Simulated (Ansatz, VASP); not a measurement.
## One calculation of HfO2, two programs

```xyz
12
Lattice="5.2945 0.0000 0.0000 0.0000 5.0698 0.0000 0.0000 0.0000 5.1019" Properties=species:S:1:pos:R:3 pbc="T T T"
Hf    0.1467    1.3377    1.1971
Hf    2.5006    1.3377    3.7481
Hf    2.7940    3.7321    1.1971
Hf    5.1478    3.7321    3.7481
O     1.8835    0.3336    1.9661
O     0.7638    0.3336    4.5170
O     3.9178    2.3323    2.5152
O     4.0240    2.3323    5.0661
O     1.3768    2.7375    5.0661
O     1.2705    2.7375    2.5152
O     4.5307    4.7361    1.9661
O     3.4111    4.7361    4.5170
```

Change from the starting cell: polar distortion scaled by 0.85.

Alike in both runs: task single point; functional PBE; k mesh 4 × 6 × 6; no spin polarisation.

|  | VASP | Ansatz |
| --- | --- | --- |
| version | VASP 6.6.1 | Ansatz 0.2.0 |
| potentials or method | VASP PAW PBE potentials, release 64 (Hf_pv, O), cutoff 520 eV | scalar-relativistic, plane waves, PAW |
| occupations | gaussian, width 0.01 eV | fixed |
| valence electrons in the cell | 88 | 152 |

```tsv
	VASP	Ansatz	Ansatz less VASP
gap on the k mesh at the Fermi level (eV)	4.24	4.29	+0.053
least direct gap on the mesh (eV)	4.64	4.69	+0.053
pressure (GPa)	-3.4	-0.2	+3.27
traceless stress, the component that is largest in VASP (GPa)	-1.38	-1.28	+0.092
rms of the force components (eV/Å)	0.258	0.264	+0.0063
```

Atom by atom the forces differ by 0.023 eV/Å (rms over components). VASP's potentials hold 88 valence electrons a cell and Ansatz's 152, so a difference there can come from the potentials and not from the codes.

Spin-orbit coupling is off throughout.
